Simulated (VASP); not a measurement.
The system is InAs3.

```xyz
4
Lattice="4.3737 0.0000 0.0000 0.0000 4.3737 0.0000 0.0000 0.0000 4.3288" Properties=species:S:1:pos:R:3 pbc="T T T"
In    0.0000    0.0000    0.0000
As    0.0000    2.1869    2.1644
As    2.1869    0.0000    2.1644
As    2.1869    2.1869    0.0000
```

* Program: VASP 6.6.1
* Task: relaxation of cell and atoms
* Functional: PBE
* Potentials or basis: VASP PAW PBE potentials, release 64 (In_d, As)
* Cutoff: 500 eV
* k mesh: 12 × 12 × 12
* Occupations: gaussian, width 0.1 eV
* Spin: no spin polarisation

At the start: pressure 2.0 GPa; volume 20.70 Å³/atom.

Problem. Where does the relaxation end?

Solution. Over 3 steps the energy falls by 3.4 meV/atom and the volume is 21.27 Å³/atom (+2.7 %); space group Pm-3m (No. 221, to 0.1 Å) before and after.

Step by step:
```
step  energy change (eV)  largest force (eV/Å)  pressure (GPa)  volume (Å³)
   1              0.0000                0.0000            1.96        82.81
   2             -0.0120                0.0000           -0.62        85.88
   3             -0.0136                0.0000            0.01        85.08
```

Final structure:
```
CELL_PARAMETERS angstrom
4.41361 0.00000 0.00000
0.00000 4.41361 0.00000
0.00000 0.00000 4.36748
ATOMIC_POSITIONS crystal
In 0.00000 0.00000 0.00000
As 0.00000 0.50000 0.50000
As 0.50000 0.00000 0.50000
As 0.50000 0.50000 0.00000
```
